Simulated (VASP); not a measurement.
Re: single point with revPBE+D3(BJ)

Crystal: Re.

```xyz
2
Lattice="2.7489 0.0000 0.0000 -1.3744 2.3806 0.0000 0.0000 0.0000 4.4438" Properties=species:S:1:pos:R:3 pbc="T T T"
Re    1.3744    0.7935    3.3328
Re    0.0000    1.5871    1.1109
```

| Quantity | Value |
| --- | --- |
| Program | VASP 6.6.1 |
| Task | single point |
| Functional | revPBE |
| Dispersion | D3(BJ) |
| Potentials or basis | VASP PAW PBE potentials, release 64 (Re) |
| Cutoff | 520 eV |
| k mesh | 11 × 11 × 6 |
| Occupations | fermi-dirac, width 0.05 eV |
| Spin | no spin polarisation |

```
Pressure                   : -0.4 GPa
Band gap on the k mesh     : zero (band 7 reaches 9.46 eV, above the bottom of band 8 at 6.35 eV)
Dispersion energy per atom : -1.204 eV
```

Stress tensor (GPa, compression positive):
```
-0.37  0.00  0.00
 0.00 -0.37  0.00
 0.00  0.00 -0.57
```

Levels at points of the mesh, in eV from the Fermi level:
```csv
k point,band 3,band 4,band 5,band 6,band 7,band 8,band 9,band 10,band 11,band 12
"(0.00, 0.00, 0.00)",-1.63,-1.62,-1.62,-0.77,-0.77,0.19,0.19,0.61,3.41,3.41
"(0.00, 0.00, 0.50)",-2.43,-2.43,-1.75,-1.75,-1.75,-1.75,2.58,2.58,2.58,2.58
```

Run time: 27 s on 1 thread of AMD EPYC 7R43 64-Core Processor (Zen 3), on a shared host, peak memory 0.13 GiB.

Caveat: the PAW data sets were made with another functional, which shifts forces and pressure a little; spin-orbit coupling is left out, which moves the levels of the heavy elements; pairwise dispersion overbinds metals, which lowers pressure and volume.
